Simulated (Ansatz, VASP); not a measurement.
# RbCl in VASP and in Ansatz

```
Rb Cl
1.0
     0.00000    3.40387    3.40387
     3.40387    0.00000    3.40387
     3.40387    3.40387    0.00000
Rb Cl
1 1
Cartesian
  0.0000 0.0000 0.0000
  3.4039 3.4039 3.4039
```

Change from the starting cell: volume scaled by 1.05, PAW files.

Alike in both runs: task electric field gradients; functional PBE; k mesh 10 × 10 × 10; occupations fermi-dirac, width 0.05 eV; no spin polarisation.

|  | VASP | Ansatz |
| --- | --- | --- |
| version | VASP 6.6.1 | Ansatz 0.2.0 |
| potentials or method | VASP PAW PBE potentials, release 64 (Rb_sv, Cl) | PAW with Ansatz's default frozen-core files, scalar-relativistic |
| plane-wave cutoff (eV) | 400 | 420 |
| valence electrons in the cell | 16 | 16 |

|  | VASP | Ansatz | Ansatz less VASP |
| --- | --- | --- | --- |
| gap on the k mesh at the Fermi level (eV) | 4.69 | 4.69 | +0.003 |
| pressure (GPa) | -0.6 | -0.6 | +0.01 |
